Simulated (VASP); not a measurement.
# PbO (scan) (P4/nmm) in VASP: further runs

The runs below take PbO (scan) through single point, with r2SCAN.

Everything below comes from runs of VASP 6.6.1. Logs are shortened: lines on timing, memory, paths and dates and some standing lists are left out, and cuts for length are marked.

## 1. The cell of the first run

The structure is tetragonal, space group P4/nmm (No. 129). The conventional cell has a = 3.974 Å, b = 3.974 Å, c = 5.022 Å, α = 90.00°, β = 90.00°, γ = 90.00°. Within 3.1 Å of Pb (site symmetry 4mm) lie 4 O at 2.31 Å. O (site symmetry -4m2) has 4 Pb at 2.31 Å and 4 O at 2.81 Å within 3.1 Å.

## 2. Single point, r2SCAN

POSCAR

```
PbO
1.0
    3.9744000000      0.0000000000      0.0000000000
    0.0000000000      3.9744000000      0.0000000000
    0.0000000000      0.0000000000      5.0219000000
Pb O
2 2
Direct
    0.0000000000      0.5000000000      0.2356000000
    0.5000000000      0.0000000000      0.7644000000
    0.0000000000      0.0000000000      0.0000000000
    0.5000000000      0.5000000000      0.0000000000
```

INCAR.step1

```
ALGO = Normal
EDIFF = 1E-4
ENCUT = 520
GGA = PE
ISMEAR = 0
LASPH = True
LCHARG = False
LREAL = False
LWAVE = True
NBANDS = 28
NELM = 60
PREC = Accurate
SIGMA = 0.1
```

INCAR.step2

```
ALGO = Normal
EDIFF = 1E-6
ENCUT = 520
ISIF = 2
ISMEAR = 0
ISTART = 1
LASPH = True
LCHARG = True
LELF = True
LMIXTAU = True
LREAL = False
LVHAR = True
LWAVE = False
METAGGA = R2SCAN
NBANDS = 28
NELM = 60
PREC = Accurate
SIGMA = 0.1
```

KPOINTS

```
k-points
0
Gamma
  4 4 4
```

Potentials or basis: VASP PAW PBE potentials, release 64 (Pb_d, O).

Run with:

```
cat potpaw_PBE.64/Pb_d/POTCAR potpaw_PBE.64/O/POTCAR > POTCAR
cp INCAR.step1 INCAR
mpirun -np 1 vasp_std > vasp.out
cp INCAR.step2 INCAR
mpirun -np 1 vasp_std > vasp.out
```

OUTCAR:

```text
EDIFF = 1E-6
   ENCUT = 520
   ISIF = 2
   ISMEAR = 0
   ISTART = 1
   LASPH = True
   LREAL = False
   METAGGA = R2SCAN
   NELM = 60
   PREC = Accurate

 ion  position               nearest neighbor table
   1  0.000  0.500  0.236-   3 2.31   4 2.31   3 2.31   4 2.31   2 3.67   2 3.67   2 3.67   2 3.67
                             2 3.87   2 3.87   2 3.87   2 3.87
   2  0.500  0.000  0.764-   3 2.31   4 2.31   4 2.31   3 2.31   1 3.67   1 3.67   1 3.67   1 3.67
                             1 3.87   1 3.87   1 3.87   1 3.87
   3  0.000  0.000  0.000-   1 2.31   2 2.31   1 2.31   2 2.31
   4  0.500  0.500  0.000-   1 2.31   2 2.31   2 2.31   1 2.31

  LATTYP: Found a simple tetragonal cell.
 ALAT       =     3.9744000000
 C/A-ratio  =     1.2635617955

  Lattice vectors:

 A1 = (   3.9744000000,   0.0000000000,   0.0000000000)
 A2 = (   0.0000000000,   3.9744000000,   0.0000000000)
 A3 = (   0.0000000000,   0.0000000000,   5.0219000000)

Analysis of symmetry for initial positions (statically):
=====================================================================
 Subroutine PRICEL returns:
 Original cell was already a primitive cell.

 Routine SETGRP: Setting up the symmetry group for a
 simple tetragonal supercell.

 Subroutine GETGRP returns: Found 16 space group operations
 (whereof  8 operations were pure point group operations)
 out of a pool of 16 trial point group operations.

The static configuration has the point symmetry D_2d.
 The point group associated with its full space group is D_4h.

Analysis of symmetry for dynamics (positions and initial velocities):
=====================================================================
 Subroutine PRICEL returns:
 Original cell was already a primitive cell.

 Routine SETGRP: Setting up the symmetry group for a
 simple tetragonal supercell.

 Subroutine GETGRP returns: Found 16 space group operations
 (whereof  8 operations were pure point group operations)
 out of a pool of 16 trial point group operations.

The dynamic configuration has the point symmetry D_2d.
 The point group associated with its full space group is D_4h.

 Subroutine INISYM returns: Found 16 space group operations
 (whereof  8 operations are pure point group operations),
 and found     1 'primitive' translations

----------------------------------------------------------------------------------------

[... 88 lines left out ...]
   NELM   =     60;   NELMIN=  2; NELMDL=  0     # of ELM steps
   EDIFF  = 0.1E-05   stopping-criterion for ELM
   LREAL  =      F    real-space projection
   EDIFFG = 0.1E-04   stopping-criterion for IOM
   NSW    =      0    number of steps for IOM
   IBRION =     -1    ionic relax: 0-MD 1-quasi-New 2-CG
   NFREE  =      0    steps in history (QN), initial steepest desc. (CG)
   ISIF   =      2    stress and relaxation
   ISYM   =      2    0-nonsym 1-usesym 2-fastsym
   POTIM  = 0.5000    time-step for ionic-motion
   TEBEG  =    0.0;   TEEND  =   0.0 temperature during run
   PSTRESS=    0.0 pullay stress
   NELECT =      40.0000    total number of electrons
   NUPDOWN=      -1.0000    fix difference up-down
   EMIN   =  10.00;   EMAX   =-10.00  energy-range for DOS
   EFERMI =   0.00;   METHOD = LEGACY
   ISMEAR =     0;   SIGMA  =   0.10  broadening in eV -4-tet -1-fermi 0-gaus
   EFERMI_NEDOS =   21; number of points for ismear=-14 and -15
   IALGO  =     38    algorithm
   IMIX   =      4    mixing-type and parameters
     AMIX     =   0.40;   BMIX     =  1.00
     AMIX_MAG =   1.60;   BMIX_MAG =  1.00
  volume/ion in A,a.u.               =      19.83       133.83
  Fermi-wavevector in a.u.,A,eV,Ry     =   1.303040  2.462389 23.101513  1.697913
  Thomas-Fermi vector in A             =   2.434068
   LORBIT       =      0    0 simple, 1 ext, 2 COOP (PROOUT), +10 PAW based schemes
   METAGGA = R2SCAN    functional components
   LHFCALC =     F    Hartree Fock is set to
   AEXX    =    0.0000 exact exchange contribution
   IVDW    =     0    specifies the selected vdW correction
   LEPSILON=     F    determine dielectric tensor
   LRPA    =     F    only Hartree local field effects (RPA)
 non-spin polarized calculation
 Gauss-broadening in eV      SIGMA  =   0.10
  energy-cutoff  :      520.00
  volume of cell :       79.33
 maximum number of plane-waves:      2170
 NGX is ok and might be reduce to    30
   NGX = 15   NGY = 15   NGZ = 19

 number of electron      39.9999998 magnetization

 Free energy of the ion-electron system (eV)
  ---------------------------------------------------
  ext. energy  EPLUGINS =         0.00000000
  ---------------------------------------------------
  free energy    TOTEN  =      -129.49602548 eV

  energy without entropy =     -129.49602548  energy(sigma->0) =     -129.49602548

 E-fermi :   5.4401     XC(G=0): -10.4608

 val. band max:        4.9466375402   @ k =   0.0000   0.0000   0.0000
 cond. band min:       6.4914246150   @ k =   0.5000   0.5000   0.0000
 fundamental gap:      1.5447870749
 Fermi energy:         5.4401229434

 k-point     1 :       0.0000    0.0000    0.0000
  band No.  band energies     occupation
      1     -14.5639      2.00000
      2     -13.9260      2.00000
      3     -11.6174      2.00000
      4     -11.6174      2.00000
      5     -11.5455      2.00000
      6     -11.5429      2.00000
[... 547 lines left out ...]
     27      16.5322      0.00000
     28      16.5322      0.00000

------------------------ aborting loop because EDIFF is reached ----------------------------------------

  FORCE on cell =-STRESS in cart. coord.  units (eV):
  Direction    XX          YY          ZZ          XY          YZ          ZX
  --------------------------------------------------------------------------------------
  -------------------------------------------------------------------------------------
  Total        1.0203395      1.0203395      0.8951987      0.0000000     -0.0000000      0.0000000
  in kB       20.6083910     20.6083910     18.0808493      0.0000000     -0.0000000      0.0000000
  external PRESSURE =      19.7658771 kB  Pullay stress =       0.0000000 kB

 VOLUME and BASIS-vectors are now :
 -----------------------------------------------------------------------------
  energy-cutoff  :      520.00
  volume of cell :       79.33
      direct lattice vectors                 reciprocal lattice vectors
     3.974400000  0.000000000  0.000000000     0.251610306  0.000000000  0.000000000
     0.000000000  3.974400000  0.000000000     0.000000000  0.251610306  0.000000000
     0.000000000  0.000000000  5.021900000     0.000000000  0.000000000  0.199127820

 POSITION                                       TOTAL-FORCE (eV/Angst)
 -----------------------------------------------------------------------------------
      0.00000      1.98720      1.18316        -0.000000     -0.000000      0.145140
      1.98720      0.00000      3.83874         0.000000     -0.000000     -0.145140
      0.00000      0.00000      0.00000        -0.000000      0.000000      0.000000
      1.98720      1.98720      0.00000        -0.000000     -0.000000      0.000000
 -----------------------------------------------------------------------------------
    total drift:                                0.000000      0.000000     -0.000000

  FREE ENERGIE OF THE ION-ELECTRON SYSTEM (eV)
  ---------------------------------------------------
  free  energy   TOTEN  =      -129.4960254813 eV

  energy  without entropy=     -129.4960254813  energy(sigma->0) =     -129.49602548
```

OUTCAR.step1:

```text
EDIFF = 1E-4
   ENCUT = 520
   GGA = PE
   ISMEAR = 0
[... 783 lines left out ...]
      0.00000      1.98720      1.18316        -0.000000      0.000000      0.447649
      1.98720      0.00000      3.83874         0.000000      0.000000     -0.447649
      0.00000      0.00000      0.00000        -0.000000      0.000000     -0.000000
      1.98720      1.98720      0.00000        -0.000000     -0.000000     -0.000000
 -----------------------------------------------------------------------------------
    total drift:                                0.000000      0.000000     -0.000000

  FREE ENERGIE OF THE ION-ELECTRON SYSTEM (eV)
  ---------------------------------------------------
  free  energy   TOTEN  =       -21.4084846931 eV

  energy  without entropy=      -21.4084846931  energy(sigma->0) =      -21.40848469
```

OSZICAR.step1:

```text
N       E                     dE             d eps       ncg     rms          rms(c)
DAV:   1     0.462737816277E+03    0.46274E+03   -0.19957E+04  1008   0.170E+03
DAV:   2     0.351385579249E+02   -0.42760E+03   -0.41065E+03  1048   0.450E+02
DAV:   3    -0.235153254789E+02   -0.58654E+02   -0.57026E+02  1296   0.180E+02
DAV:   4    -0.259662547736E+02   -0.24509E+01   -0.24431E+01  1164   0.384E+01
DAV:   5    -0.260397291334E+02   -0.73474E-01   -0.73465E-01  1148   0.716E+00    0.124E+01
DAV:   6    -0.215764326225E+02    0.44633E+01   -0.23504E+01  1472   0.396E+01    0.527E+00
DAV:   7    -0.214367965545E+02    0.13964E+00   -0.27688E+00  1244   0.119E+01    0.248E+00
DAV:   8    -0.214171673866E+02    0.19629E-01   -0.47977E-01  1116   0.463E+00    0.787E-01
DAV:   9    -0.214073181823E+02    0.98492E-02   -0.54247E-02  1604   0.197E+00    0.258E-01
DAV:  10    -0.214087055758E+02   -0.13874E-02   -0.11378E-02  1172   0.723E-01    0.917E-02
DAV:  11    -0.214085143756E+02    0.19120E-03   -0.19693E-03  1344   0.366E-01    0.617E-02
DAV:  12    -0.214084846931E+02    0.29683E-04   -0.27344E-04   952   0.162E-01
   1 F= -.21408485E+02 E0= -.21408485E+02  d E =-.150615E-13
```

Run time: 1.9 min. Hardware: 1 thread of Intel Xeon 6975P-C, shared host; peak memory 0.21 GiB.

What came out:

```yaml
Free_energy: -129.4960 eV
Pressure: 2.0 GPa
Largest_force: 0.145 eV/Å
Band_gap_on_the_k_mesh: 1.54 eV, indirect (least direct gap 2.72 eV)
```

Forces on the atoms (eV/Å):
```
Pb   0.000  0.000  0.145
Pb   0.000  0.000 -0.145
O    0.000  0.000  0.000
O    0.000  0.000  0.000
```

Caveat: the PAW data sets were made with another functional, which shifts forces and pressure a little; spin-orbit coupling is left out, which moves the levels of the heavy elements.

## 3. Single point, r2SCAN

This run uses another cell than the first one, of 21.20 Å³/atom, 1.069 times its volume.

POSCAR

```
PbO
1.0
    3.9882560065      0.0000000000      0.0000000000
    0.0000000000      3.9882560065      0.0000000000
    0.0000000000      0.0000000000      5.3319418185
Pb O
2 2
Direct
    0.0000000000      0.5000000000      0.2227531783
    0.5000000000      0.0000000000      0.7772468217
    0.0000000000      0.0000000000      0.0000000000
    0.5000000000      0.5000000000      0.0000000000
```

INCAR.step1

```
PREC = Accurate
ENCUT = 520
ISMEAR = 0
SIGMA = 0.02
LREAL = False
LASPH = True
NELM = 80
NBANDS = 28
GGA = PE
ALGO = Normal
EDIFF = 1E-4
LWAVE = True
LCHARG = False
```

INCAR.step2

```
PREC = Accurate
ENCUT = 520
EDIFF = 1E-6
ISMEAR = 0
SIGMA = 0.02
LREAL = False
LASPH = True
NELM = 80
ALGO = Normal
ISIF = 2
LWAVE = False
LCHARG = True
METAGGA = R2SCAN
LMIXTAU = True
LELF = True
LVHAR = True
NBANDS = 28
ISTART = 1
```

KPOINTS

```
Automatic mesh
0
Gamma
  8 8 6
```

Potentials or basis: VASP PAW PBE potentials, release 64 (Pb_d, O).

Run with:

```
cat potpaw_PBE.64/Pb_d/POTCAR potpaw_PBE.64/O/POTCAR > POTCAR
cp INCAR.step1 INCAR
mpirun -np 1 vasp_std > vasp.out
cp INCAR.step2 INCAR
mpirun -np 1 vasp_std > vasp.out
```

Wall time 5.4 min (1 thread of Intel Xeon 6975P-C, shared host); peak memory 0.27 GiB.

It converged, with:

```yaml
Free_energy: -129.5227 eV
Pressure: 0.4 GPa
Largest_force: 0.107 eV/Å
Band_gap_on_the_k_mesh: 1.84 eV, indirect (least direct gap 2.50 eV)
```

Forces on the atoms (eV/Å):
```
Pb   0.000  0.000  0.107
Pb   0.000  0.000 -0.107
O    0.000  0.000  0.000
O    0.000  0.000  0.000
```

Stress tensor (GPa, compression positive):
```
0.47 0.00 0.00
0.00 0.47 0.00
0.00 0.00 0.34
```

Levels at points of the mesh, in eV from the valence-band top:
```
           k point  band 18  band 19  band 20  band 21  band 22  band 23
(0.00, 0.00, 0.00)    -1.74    -1.74     0.00     2.50     5.21     6.31
(0.50, 0.00, 0.00)    -3.08    -1.61    -1.61     3.55     3.55     6.55
(0.50, 0.50, 0.00)    -1.76    -1.11    -1.11     1.84     1.84     5.59
(0.00, 0.00, 0.50)    -1.76    -1.76    -1.02     2.25     4.68     4.71
(0.50, 0.00, 0.50)    -3.06    -1.08    -1.08     3.22     3.22     6.94
(0.50, 0.50, 0.50)    -2.15    -1.11    -1.11     3.91     3.91     4.70
```

Caveat: the PAW data sets were made with another functional, which shifts forces and pressure a little; spin-orbit coupling is left out, which moves the levels of the heavy elements. r2SCAN opens gaps a little over a GGA but as a rule still falls short of measured ones.
